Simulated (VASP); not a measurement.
AlCrBN2: single point with PBE

Crystal: AlCrBN2.

```
Al Cr B N
1.0
     3.16207    0.00000    0.00000
     0.00000    3.16207    0.00000
     0.00000    0.00000    5.58073
Al Cr B N
1 1 1 2
Direct
  0.00000 0.00000 0.50000
  0.50000 0.50000 0.50000
  0.50000 0.50000 0.00000
  0.50000 0.50000 0.76573
  0.50000 0.50000 0.23427
```

The cell was built from a structure type or drawn by symmetry, and may not be a known phase.

| Quantity | Value |
| --- | --- |
| Program | VASP 6.6.1 |
| Task | single point |
| Functional | PBE |
| Potentials or basis | VASP PAW PBE potentials, release 64 (Al, Cr_pv, B, N) |
| Cutoff | 520 eV |
| k mesh | 6 × 6 × 4 |
| Occupations | gaussian, width 0.1 eV |
| Spin | collinear spin, ferromagnetic start |
| Starting moments | [0.0, 3.0, 0.0, 0.0, 0.0] μB |
| Dipole correction | no |
| Further INCAR settings | ALGO = Normal; EDIFF = 1e-06; NBANDS = 26 |

* Pressure: 78.9 GPa
* Largest force: 15.806 eV/Å
* Band gap on the k mesh: zero (filled and empty bands overlap)
* Net moment: 0.00 μB per cell
* Valence electrons inside the program's atomic spheres: Al 0.92; Cr 12.98; B 2.38; N 4.01

Forces in eV/Å, atoms in the order of the input:
```
Al    0.000   0.000   0.000
Cr    0.000   0.000   0.000
B     0.000   0.000   0.000
N     0.000   0.000  15.806
N     0.000   0.000 -15.806
```

Stress tensor (GPa, compression positive):
```
 26.55   0.00   0.00
  0.00  26.55   0.00
  0.00   0.00 183.47
```

Levels at points of the mesh, in eV from the Fermi level:
Spin up:
```
           k point  band 12  band 13  band 14  band 15  band 16  band 17
(0.00, 0.00, 0.00)    -3.99    -2.17    -0.13     2.87     3.16     3.75
(0.50, 0.00, 0.00)    -3.66    -2.06    -1.25     1.48     2.91     3.83
(0.50, 0.50, 0.00)    -3.37     0.43     0.43     1.42     1.91     3.16
(0.00, 0.00, 0.50)    -2.42    -2.16    -0.13     1.29     1.29     1.42
(0.50, 0.00, 0.50)    -2.07    -1.24    -0.69     0.17     1.50     1.53
(0.50, 0.50, 0.50)    -4.04    -0.16    -0.16     1.42     2.10     2.38
```
Spin down:
| k point | band 10 | band 11 | band 12 | band 13 | band 14 | band 15 | band 16 | band 17 | band 18 | band 19 |
| --- | --- | --- | --- | --- | --- | --- | --- | --- | --- | --- |
| (0.00, 0.00, 0.00) | -4.24 | -3.99 | -3.99 | -2.17 | -0.13 | 2.87 | 3.16 | 3.75 | 3.75 | 5.50 |
| (0.50, 0.00, 0.00) | -4.04 | -3.70 | -3.66 | -2.06 | -1.25 | 1.48 | 2.91 | 3.83 | 4.63 | 5.99 |
| (0.50, 0.50, 0.00) | -6.13 | -4.36 | -3.37 | 0.43 | 0.43 | 1.42 | 1.91 | 3.16 | 3.16 | 3.62 |
| (0.00, 0.00, 0.50) | -5.11 | -2.42 | -2.42 | -2.16 | -0.13 | 1.29 | 1.29 | 1.42 | 6.85 | 7.28 |
| (0.50, 0.00, 0.50) | -4.50 | -4.02 | -2.07 | -1.24 | -0.69 | 0.17 | 1.50 | 1.53 | 5.33 | 6.26 |
| (0.50, 0.50, 0.50) | -4.73 | -4.32 | -4.04 | -0.16 | -0.16 | 1.42 | 2.10 | 2.38 | 2.38 | 2.61 |

Wall time 2.5 min on 1 thread of Oxide Virtual Turin-like Processor (shared host), peak memory 0.19 GiB.

Caveat: the cell stands under pressure; forces of over 1 eV/Å act on the atoms, so gaps and moduli don't describe the material at rest. With open d or f shells a metallic result of PBE can be an artefact of self-interaction; +U or a hybrid may open a gap.
